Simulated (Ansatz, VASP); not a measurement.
## One calculation of Ca, two programs

```xyz
1
Lattice="0.0000 3.0177 2.5707 3.0177 0.0000 2.5707 3.0177 3.0177 0.0000" Properties=species:S:1:pos:R:3 pbc="T T T"
Ca    0.0000    0.0000    0.0000
```

Change from the starting cell: strain +0.080 along x and y, -0.080 along z, atoms carried along.

Alike in both runs: task single point; functional PBEsol; k mesh 14 × 14 × 14; occupations gaussian, width 0.15 eV; no spin polarisation.

|  | VASP | Ansatz |
| --- | --- | --- |
| version | VASP 6.6.1 | Ansatz 0.2.0 |
| potentials or method | VASP PAW PBE potentials, release 64 (Ca_sv), cutoff 520 eV | scalar-relativistic, plane waves, PAW |
| valence electrons in the cell | 10 | 10 |

```csv
,VASP,Ansatz,Ansatz less VASP
gap on the k mesh at the Fermi level (eV),none,none,-
pressure (GPa),-2.0,-2.0,0.00
"traceless stress, the component that is largest in VASP (GPa)",0.23,0.23,0.000
```

VASP's potentials were made for PBE, not for PBEsol. A gap of «none» marks a metal or a gap that the smearing closes.
